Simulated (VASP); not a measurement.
Here is a VASP 6.6.1 calculation.

Contents of INCAR:

```
PREC     = Accurate       # precision mode
ENCUT    = 520            # plane-wave cutoff, eV
EDIFF    = 1E-7           # SCF threshold, eV
ISMEAR   = 0              # smearing method
SIGMA    = 0.02           # smearing width, eV
LREAL    = False          # projectors in reciprocal space
LASPH    = True           # aspherical terms in the spheres
NELM     = 100            # most SCF steps
ALGO     = Normal         # electronic algorithm
ISIF     = 2              # what is computed and relaxed
LWAVE    = False          # write WAVECAR
LCHARG   = False          # write CHGCAR
GGA      = PS             # functional
NBANDS   = 32             # bands
```

Contents of KPOINTS:

```
Automatic mesh
0
Gamma
  12 12 12
```

File POSCAR:

```
Bi2TeSe2
1.0
    2.1218105610      1.2250278986     10.2464875018
   -2.1218105610      1.2250278986     10.2464875018
    0.0000000000     -2.4500557971     10.2464875018
Bi Te Se
2 1 2
Direct
    0.6065124400      0.6065124400      0.6065124400
    0.3967909400      0.3967909400      0.3967909400
    0.2149592200      0.2149592200      0.2149592200
    0.0024255800      0.0024255800      0.0024255800
    0.7793118300      0.7793118300      0.7793118300
```

Potentials or basis: VASP PAW PBE potentials, release 64 (Bi_d, Te, Se).

Run with:

```console
$ cat potpaw_PBE.64/Bi_d/POTCAR potpaw_PBE.64/Te/POTCAR potpaw_PBE.64/Se/POTCAR > POTCAR
$ mpirun -np 1 vasp_std > vasp.out
```

Task: What does it give for the pressure?

Result: -1.4 GPa.

Task: What does it give for the largest force?

Result: 0.103 eV/Å.

Task: Predict the band gap on the k mesh.

Result: 0.51 eV.

Forces in eV/Å, atoms in the order of the input:
```
Bi   0.000  0.000  0.103
Bi   0.000  0.000 -0.083
Te   0.000  0.000  0.007
Se   0.000  0.000 -0.052
Se   0.000  0.000  0.024
```

Caveat: the PAW data sets were made with another functional, which shifts forces and pressure a little; spin-orbit coupling is left out, which moves the levels of the heavy elements. A k mesh can miss the band edges.
